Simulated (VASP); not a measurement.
A run of VASP 6.6.1 is set up as follows.

Contents of INCAR:

```
PREC = Accurate
ENCUT = 520
EDIFF = 1E-6
ISMEAR = -1
SIGMA = 0.05
LREAL = F
LASPH = T
NELM = 100
ALGO = Normal
ISIF = 2
LWAVE = F
LCHARG = F
GGA = PS
NBANDS = 14
```

KPOINTS

```
Automatic mesh
0
Gamma
  12 12 12
```

POSCAR

```
Bi
1.0
    2.5586890708      0.0000000000      0.0000000000
    0.0000000000      2.5586890708      0.0000000000
    0.0000000000      0.0000000000      2.5586890708
Bi
1
Direct
    0.0000000000      0.0000000000      0.0000000000
```

Potentials or basis: VASP PAW PBE potentials, release 64 (Bi_d).

The run is started by

```console
$ cat potpaw_PBE.64/Bi_d/POTCAR > POTCAR
$ mpirun -np 1 vasp_std > vasp.out
```

Question: What does it give for the pressure?

Answer: 183.4 GPa.

Caveat: the PAW data sets were made with another functional, which shifts forces and pressure a little.
